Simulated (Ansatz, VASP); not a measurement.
Ir5Ru: VASP beside Ansatz

Contents of INCAR:

```
SYSTEM = Ir5Ru
ALGO = Fast
EDIFF = 1E-6
ENCUT = 520
GGA = PE
ISIF = 2
ISMEAR = 0
LASPH = .True.
LCHARG = .False.
LREAL = .False.
LWAVE = .False.
NBANDS = 71
NELM = 80
PREC = Accurate
SIGMA = 0.2
```

KPOINTS

```
k-points
0
Gamma
  8 6 2
  0 0 0
```

The input POSCAR:

```
Ir5Ru
1.0
    2.7274461519      0.0000000289      0.0000000000
   -0.0000000500      4.7240753101      0.0000000000
    0.0000000000      0.0000000000     13.3892047000
Ru Ir
2 10
Direct
    0.0000000000      0.0000000000      0.5000000000
    0.5000000000      0.5000000000      0.5000000000
    1.0000000000      0.3333333333      0.8331110000
    0.5000000000      0.8333333333      0.8331110000
    0.5000000000      0.1666666667      0.6638260000
    1.0000000000      0.6666666667      0.6638260000
    1.0000000000      0.3333333333      0.3361740000
    0.5000000000      0.8333333333      0.3361740000
    0.5000000000      0.1666666667      0.1668890000
    1.0000000000      0.6666666667      0.1668890000
    0.0000000000      0.0000000000      0.0000000000
    0.5000000000      0.5000000000      0.0000000000
```

Input for Ansatz:

```yaml
crystal:
  lattice:
    - [2.7274461519, 2.89e-08, 0.0]
    - [-5.0e-08, 4.7240753101, 0.0]
    - [0.0, 0.0, 13.3892047]
  atoms:
    - { symbol: Ru, position: [0.0, 0.0, 0.5] }
    - { symbol: Ru, position: [0.5, 0.5, 0.5] }
    - { symbol: Ir, position: [1.0, 0.3333333333, 0.833111] }
    - { symbol: Ir, position: [0.5, 0.8333333333, 0.833111] }
    - { symbol: Ir, position: [0.5, 0.1666666667, 0.663826] }
    - { symbol: Ir, position: [1.0, 0.6666666667, 0.663826] }
    - { symbol: Ir, position: [1.0, 0.3333333333, 0.336174] }
    - { symbol: Ir, position: [0.5, 0.8333333333, 0.336174] }
    - { symbol: Ir, position: [0.5, 0.1666666667, 0.166889] }
    - { symbol: Ir, position: [1.0, 0.6666666667, 0.166889] }
    - { symbol: Ir, position: [0.0, 0.0, 0.0] }
    - { symbol: Ir, position: [0.5, 0.5, 0.0] }
basis:
  ecutwfc: 420
kpoints:
  mp_grid: { grid: [8, 6, 2] }
hamiltonian:
  xc: pbe
scf:
  occupations: { method: gaussian, width: 0.2 }
  lower_state_search: "off"
output:
  forces: true
  stress: true
  eigenvalues: true
```

Alike in both runs: task single point; functional PBE; k mesh 8 × 6 × 2; occupations gaussian, width 0.2 eV; no spin polarisation.

```csv
,VASP,Ansatz
version,VASP 6.6.1,Ansatz 0.2.0
potentials or method,"VASP PAW PBE potentials, release 64 (Ru_pv, Ir), cutoff 520 eV","scalar-relativistic, plane waves, PAW"
valence electrons in the cell,118,202
```

|  | VASP | Ansatz | Ansatz less VASP |
| --- | --- | --- | --- |
| gap on the k mesh at the Fermi level (eV) | none | none | - |
| pressure (GPa) | 0.7 | 0.3 | -0.39 |
| traceless stress, the component that is largest in VASP (GPa) | -0.27 | -0.26 | +0.002 |
| rms of the force components (eV/Å) | 0.011 | 0.007 | -0.0034 |

Atom by atom the forces differ by 0.007 eV/Å (rms over components). A gap of «none» marks a metal or a gap that the smearing closes. The functional is the same, so the differences come from potentials, cutoffs and numerics. VASP's potentials hold 118 valence electrons a cell and Ansatz's 202, so a difference there can come from the potentials and not from the codes.

Spin-orbit coupling is off throughout.
